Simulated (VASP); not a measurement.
GaN, 4 atoms in the cell. The structure is hexagonal, space group P6_3mc (No. 186). Conventional cell: a = 3.183 Å, b = 3.183 Å, c = 5.185 Å, α = 90.00°, β = 90.00°, γ = 120.00°. Ga (site symmetry 3m) has 4 N at 1.95 Å within 2.6 Å. Within 2.6 Å of N (site symmetry 3m) lie 4 Ga at 1.95 Å. 

| Quantity | Value |
| --- | --- |
| Program | VASP 6.6.1 |
| Task | single point |
| Functional | r2SCAN |
| Potentials or basis | VASP PAW PBE potentials, release 64 (Ga_d, N_h) |
| Cutoff | 910 eV |
| k mesh | 8 × 8 × 4 |
| Occupations | gaussian, width 0.05 eV |
| Spin | no spin polarisation |
| Dipole correction | no |
| Further INCAR settings | ALGO = Normal; EDIFF = 1e-06; NBANDS = 26 |

Potentials or basis: VASP PAW PBE potentials, release 64 (Ga_d, N_h).

Run with:

```sh
$ cat potpaw_PBE.64/Ga_d/POTCAR potpaw_PBE.64/N_h/POTCAR > POTCAR
$ cp INCAR.step1 INCAR
$ mpirun -np 1 vasp_std > vasp.out
$ cp INCAR.step2 INCAR
$ mpirun -np 1 vasp_std > vasp.out
```

Hardware: 1 thread of Intel(R) Xeon(R) 6975P-C (Granite Rapids) (shared host).

Task: How long does it take, and how much memory?

Result: Run time: 120 s on 1 thread of Intel(R) Xeon(R) 6975P-C (Granite Rapids), with other jobs on the host, peak memory 0.28 GiB. Counts: k points 30.
